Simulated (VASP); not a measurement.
# Ta2N (P-3m1) in VASP: notebook, part 2 of 2

VASP 6.6.1. The steps go on from the part before.

## Step 3: Single point, LDA

This run uses another cell than the first one, of 12.96 Å³/atom.

The input, INCAR:

```
PREC     = Accurate       # precision mode
ENCUT    = 520            # plane-wave cutoff, eV
EDIFF    = 1E-6           # SCF threshold, eV
ISMEAR   = 0              # smearing method
SIGMA    = 0.1            # smearing width, eV
LREAL    = F              # projectors in reciprocal space
LASPH    = T              # aspherical terms in the spheres
NELM     = 80             # most SCF steps
ALGO     = Normal         # electronic algorithm
ISIF     = 2              # what is computed and relaxed
LWAVE    = F              # write WAVECAR
LCHARG   = F              # write CHGCAR
GGA      = CA             # functional
NBANDS   = 20             # bands
```

The input, KPOINTS:

```
Automatic mesh
0
Gamma
  15 15 10
```

The input, POSCAR:

```
Ta2N
1.0
    3.0618978585     -0.0000000028      0.0000000000
   -1.5309489268      2.6516813306      0.0000000000
    0.0000000000      0.0000000000      4.7872673886
Ta N
2 1
Direct
    0.6666666667      0.3333333333      0.7466925287
    0.3333333333      0.6666666667      0.2533074713
    0.0000000000      0.0000000000      0.0000000000
```

Potentials or basis: VASP PAW LDA potentials, release 64 (Ta_pv, N).

Started as:

```console
$ cat potpaw_LDA.64/Ta_pv/POTCAR potpaw_LDA.64/N/POTCAR > POTCAR
$ mpirun -np 1 vasp_std > vasp.out
```

OUTCAR:

```text
PREC = Accurate
   ENCUT = 520
   EDIFF = 1E-6
   ISMEAR = 0
   LREAL = F
   LASPH = T
   NELM = 80
   ISIF = 2
   GGA = CA

 ion  position               nearest neighbor table
   1  0.667  0.333  0.747-   3 2.14   3 2.14   3 2.14   2 2.95   2 2.95   2 2.95   2 3.00   2 3.00
                             2 3.00
   2  0.333  0.667  0.253-   3 2.14   3 2.14   3 2.14   1 2.95   1 2.95   1 2.95   1 3.00   1 3.00
                             1 3.00
   3  0.000  0.000  0.000-   1 2.14   2 2.14   2 2.14   1 2.14   1 2.14   2 2.14

  LATTYP: Found a hexagonal cell.
 ALAT       =     3.0618978585
 C/A-ratio  =     1.5634967624

  Lattice vectors:

 A1 = (   3.0618978585,  -0.0000000028,   0.0000000000)
 A2 = (  -1.5309489268,   2.6516813306,   0.0000000000)
 A3 = (   0.0000000000,   0.0000000000,   4.7872673886)

Analysis of symmetry for initial positions (statically):
=====================================================================
 Subroutine PRICEL returns:
 Original cell was already a primitive cell.

 Routine SETGRP: Setting up the symmetry group for a
 hexagonal supercell.

 Subroutine GETGRP returns: Found 12 space group operations
 (whereof 12 operations were pure point group operations)
 out of a pool of 24 trial point group operations.

The static configuration has the point symmetry D_3d.

Analysis of symmetry for dynamics (positions and initial velocities):
=====================================================================
 Subroutine PRICEL returns:
 Original cell was already a primitive cell.

 Routine SETGRP: Setting up the symmetry group for a
 hexagonal supercell.

 Subroutine GETGRP returns: Found 12 space group operations
 (whereof 12 operations were pure point group operations)
 out of a pool of 24 trial point group operations.

The dynamic configuration has the point symmetry D_3d.

 Subroutine INISYM returns: Found 12 space group operations
 (whereof 12 operations are pure point group operations),
 and found     1 'primitive' translations

----------------------------------------------------------------------------------------

                                     Primitive cell

  volume of cell :      38.8687

  direct lattice vectors                    reciprocal lattice vectors
     3.061897859 -0.000000003  0.000000000     0.326594827  0.188559611  0.000000000
    -1.530948927  2.651681331  0.000000000     0.000000000  0.377119222  0.000000000
     0.000000000  0.000000000  4.787267389     0.000000000  0.000000000  0.208887434

  length of vectors
     3.061897859  3.061897858  4.787267389     0.377119222  0.377119222  0.208887434

  position of ions in fractional coordinates (direct lattice)
     0.666666667  0.333333333  0.746692529
     0.333333333  0.666666667  0.253307471
     0.000000000  0.000000000  0.000000000

  ion indices of the primitive-cell ions
   primitive index   ion index
                 1           1
                 2           2
                 3           3

----------------------------------------------------------------------------------------

 KPOINTS: Automatic mesh

Automatic generation of k-mesh.
 Grid dimensions read from file:
 generate k-points for:   15   15   10

 Generating k-lattice:

  Cartesian coordinates                     Fractional coordinates (reciprocal lattice)
     0.021772988  0.012570641  0.000000000     0.066666667  0.000000000  0.000000000
     0.000000000  0.025141281  0.000000000     0.000000000  0.066666667  0.000000000
     0.000000000  0.000000000  0.020888743     0.000000000  0.000000000  0.100000000

  Length of vectors
     0.025141281  0.025141281  0.020888743

  Shift w.r.t. Gamma in fractional coordinates (k-lattice)
     0.000000000  0.000000000  0.000000000

 Subroutine IBZKPT returns following result:
 ===========================================

 Found    238 irreducible k-points:

 Following reciprocal coordinates:
            Coordinates               Weight
  0.000000  0.000000  0.000000      1.000000
  0.066667  0.000000  0.000000      6.000000
  0.133333  0.000000  0.000000      6.000000
  0.200000  0.000000  0.000000      6.000000
  0.266667  0.000000  0.000000      6.000000
  0.333333  0.000000  0.000000      6.000000
[... 16 lines left out ...]
  0.333333  0.200000  0.000000     12.000000
  0.400000  0.200000  0.000000      6.000000
 [... further k-points ...]
   k-points           NKPTS =    238   k-points in BZ     NKDIM =    238   number of bands    NBANDS=     20
   number of dos      NEDOS =    301   number of ions     NIONS =      3
   total plane-waves  NPLWV =  20736
   dimension x,y,z NGX =    24 NGY =   24 NGZ =   36
   dimension x,y,z NGXF=    48 NGYF=   48 NGZF=   72
   ions per type =               2   1
   NGX,Y,Z   is equivalent  to a cutoff of  13.03, 13.03, 12.50 a.u.
   NGXF,Y,Z  is equivalent  to a cutoff of  26.06, 26.06, 25.00 a.u.
 SYSTEM =  unknown system
   PREC   = accura    normal or accurate (medium, high low for compatibility)
   ISTART =      0    job   : 0-new  1-cont  2-samecut
   ICHARG =      2    charge: 1-file 2-atom 10-const
   ISPIN  =      1    spin polarized calculation?
   LNONCOLLINEAR =      F non collinear calculations
   LSORBIT =      F    spin-orbit coupling
   LASPH  =      T    aspherical Exc in radial PAW
   ENCUT  =  520.0 eV  38.22 Ry    6.18 a.u.   5.69  5.69  8.90*2*pi/ulx,y,z
   NELM   =     80;   NELMIN=  2; NELMDL= -5     # of ELM steps
   EDIFF  = 0.1E-05   stopping-criterion for ELM
   LREAL  =      F    real-space projection
[... 7 lines left out ...]
   TEBEG  =    0.0;   TEEND  =   0.0 temperature during run
   PSTRESS=    0.0 pullay stress
   NELECT =      27.0000    total number of electrons
   NUPDOWN=      -1.0000    fix difference up-down
   EMIN   =  10.00;   EMAX   =-10.00  energy-range for DOS
   EFERMI =   0.00;   METHOD = LEGACY
   ISMEAR =     0;   SIGMA  =   0.10  broadening in eV -4-tet -1-fermi 0-gaus
   EFERMI_NEDOS =   21; number of points for ismear=-14 and -15
   IALGO  =     38    algorithm
   IMIX   =      4    mixing-type and parameters
     AMIX     =   0.40;   BMIX     =  1.00
     AMIX_MAG =   1.60;   BMIX_MAG =  1.00
  volume/ion in A,a.u.               =      12.96        87.43
  Fermi-wavevector in a.u.,A,eV,Ry     =   1.449872  2.739860 28.601179  2.102127
  Thomas-Fermi vector in A             =   2.567548
   LORBIT       =      0    0 simple, 1 ext, 2 COOP (PROOUT), +10 PAW based schemes
   GGA     = CA    functional components
   LHFCALC =     F    Hartree Fock is set to
   AEXX    =    0.0000 exact exchange contribution
   IVDW    =     0    specifies the selected vdW correction
   LEPSILON=     F    determine dielectric tensor
   LRPA    =     F    only Hartree local field effects (RPA)
 non-spin polarized calculation
 Gauss-broadening in eV      SIGMA  =   0.10
  energy-cutoff  :      520.00
  volume of cell :       38.87
 maximum number of plane-waves:      1085
 NGX is ok and might be reduce to    24
   NGX = 11   NGY = 11   NGZ = 17

 number of electron      27.0000002 magnetization

 Free energy of the ion-electron system (eV)
  ---------------------------------------------------
  ext. energy  EPLUGINS =         0.00000000
  ---------------------------------------------------
  free energy    TOTEN  =       -37.65708433 eV

  energy without entropy =      -37.65192425  energy(sigma->0) =      -37.65450429

 E-fermi :   7.7832     XC(G=0): -13.3070

 val. band max:        7.7766573100   @ k =   0.0667   0.0000   0.0000
 cond. band min:       7.7843111385   @ k =   0.2000   0.0667   0.0000
 fundamental gap:      0.0076538286
 Fermi energy:         7.7832010957

 k-point     1 :       0.0000    0.0000    0.0000
  band No.  band energies     occupation
      1     -27.7104      2.00000
      2     -26.8258      2.00000
      3     -26.8258      2.00000
      4     -26.6770      2.00000
      5     -26.6770      2.00000
      6     -26.5445      2.00000
[... 12 lines left out ...]
     19       9.0604      0.00000
     20      13.2127      0.00000
[... 507 lines left out ...]
 k-point    24 :       0.4000    0.2000    0.0000
  band No.  band energies     occupation
      1     -27.5311      2.00000
      2     -27.2735      2.00000
      3     -27.1772      2.00000
      4     -27.1145      2.00000
      5     -26.9310      2.00000
      6     -26.8847      2.00000
[... 12 lines left out ...]
     19      12.3567      0.00000
     20      14.2484      0.00000

 [... further k-points ...]

------------------------ aborting loop because EDIFF is reached ----------------------------------------

  FORCE on cell =-STRESS in cart. coord.  units (eV):
  Direction    XX          YY          ZZ          XY          YZ          ZX
  --------------------------------------------------------------------------------------
  -------------------------------------------------------------------------------------
  Total        0.3906580      0.3906580      0.3574324      0.0000000      0.0000000      0.0000000
  in kB       16.1030293     16.1030293     14.7334605      0.0000000      0.0000000      0.0000000
  external PRESSURE =      15.6465064 kB  Pullay stress =       0.0000000 kB

 VOLUME and BASIS-vectors are now :
 -----------------------------------------------------------------------------
  energy-cutoff  :      520.00
  volume of cell :       38.87
      direct lattice vectors                 reciprocal lattice vectors
     3.061897859 -0.000000003  0.000000000     0.326594827  0.188559611  0.000000000
    -1.530948927  2.651681331  0.000000000     0.000000000  0.377119222  0.000000000
     0.000000000  0.000000000  4.787267389     0.000000000  0.000000000  0.208887434

 POSITION                                       TOTAL-FORCE (eV/Angst)
 -----------------------------------------------------------------------------------
      1.53095      0.88389      3.57462        -0.000000     -0.000000     -0.050467
      0.00000      1.76779      1.21265         0.000000      0.000000      0.050467
      0.00000      0.00000      0.00000        -0.000000      0.000000     -0.000000
 -----------------------------------------------------------------------------------
    total drift:                                0.000000     -0.000000      0.000000

  FREE ENERGIE OF THE ION-ELECTRON SYSTEM (eV)
  ---------------------------------------------------
  free  energy   TOTEN  =       -37.6570843282 eV

  energy  without entropy=      -37.6519242498  energy(sigma->0) =      -37.65450429
```

Run time: 79 s. Hardware: 1 thread of AMD EPYC 9R45 (Zen 5), shared host; peak memory 0.24 GiB.

What came out:

| Quantity | Value |
| --- | --- |
| Free energy | -37.6571 eV |
| Pressure | 1.6 GPa |
| Largest force | 0.050 eV/Å |
| Band gap on the k mesh | zero (an odd number of electrons rules out a gap without spin polarisation) |

Forces on the atoms (eV/Å):
```
Ta   0.000  0.000 -0.050
Ta   0.000  0.000  0.050
N    0.000  0.000  0.000
```

Stress tensor (GPa, compression positive):
```
1.61 0.00 0.00
0.00 1.61 0.00
0.00 0.00 1.47
```

Caveat: spin-orbit coupling is left out, which moves the levels of the heavy elements.
